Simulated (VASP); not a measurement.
Here is a VASP 6.6.1 calculation.

File INCAR:

```
SYSTEM = Pd
PREC = Accurate ; ENCUT = 520
EDIFF = 1E-6 ; ISMEAR = -1
SIGMA = 0.08 ; LREAL = .FALSE.
LASPH = .TRUE. ; NELM = 60
ALGO = Normal ; ISIF = 2
LWAVE = .FALSE. ; LCHARG = .TRUE.
LDIPOL = .TRUE. ; IDIPOL = 3
DIPOL = 0.5 0.5 0.500 ; GGA = PE
LELF = .TRUE. ; LVHAR = .TRUE.
LVACPOTAV = .TRUE. ; NBANDS = 22
```

KPOINTS

```
Automatic mesh
0
G
  17 17 1
  0 0 0
```

Contents of POSCAR:

```
Pd
1.0
    2.7896894615      0.0000000000      0.0000000000
   -1.3948447308      2.4159419423      0.0000000000
    0.0000000000      0.0000000000     20.5555000000
Pd
3
Direct
    0.1666666667      0.3333333333      0.3894152467
    0.5000000000      1.0000000000      0.5000000027
    0.8333333333      0.6666666667      0.6105847502
```

Potentials or basis: VASP PAW PBE potentials, release 64 (Pd).

The run is started by

```sh
$ cat potpaw_PBE.64/Pd/POTCAR > POTCAR
$ mpirun -np 1 vasp_std > vasp.out
```

(1) Estimate the largest force.

(2) Estimate the band gap on the k mesh.

Answers

(1) 0.015 eV/Å.

(2) zero (band 15 reaches -0.15 eV, above the bottom of band 16 at -0.99 eV).
